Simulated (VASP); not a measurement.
A run of VASP 6.6.1:

Contents of INCAR:

```
SYSTEM = NaCl
  PREC = Accurate
  ENCUT = 520
  EDIFF = 1E-6
  ISMEAR = 0
  SIGMA = 0.02
  LREAL = .FALSE.
  LASPH = .TRUE.
  NELM = 100
  ALGO = Normal
  ISIF = 2
  LWAVE = .FALSE.
  LCHARG = .FALSE.
  GGA = PS
  NBANDS = 14
```

KPOINTS

```
Automatic mesh
0
G
  8 8 8
  0 0 0
```

Contents of POSCAR:

```
NaCl
1.0
    0.0000000000      2.9491826725      2.9491826725
    2.9491826725      0.0000000000      2.9491826725
    2.9491826725      2.9491826725      0.0000000000
Na Cl
1 1
Direct
    0.0000000000      0.0000000000      0.0000000000
    0.5000000000      0.5000000000      0.5000000000
```

Potentials or basis: VASP PAW PBE potentials, release 64 (Na_pv, Cl).

Run with:

```console
$ cat potpaw_PBE.64/Na_pv/POTCAR potpaw_PBE.64/Cl/POTCAR > POTCAR
$ mpirun -np 1 vasp_std > vasp.out
```

Hardware: 1 thread of Intel(R) Xeon(R) Platinum 8488C (Sapphire Rapids) (shared host).

Question: How long does it take, and how much memory?

Answer: It took 12 s on 1 thread of Intel(R) Xeon(R) Platinum 8488C (Sapphire Rapids), on a shared host, peak memory 0.17 GiB. Counts: scf iterations 13, k points 29.
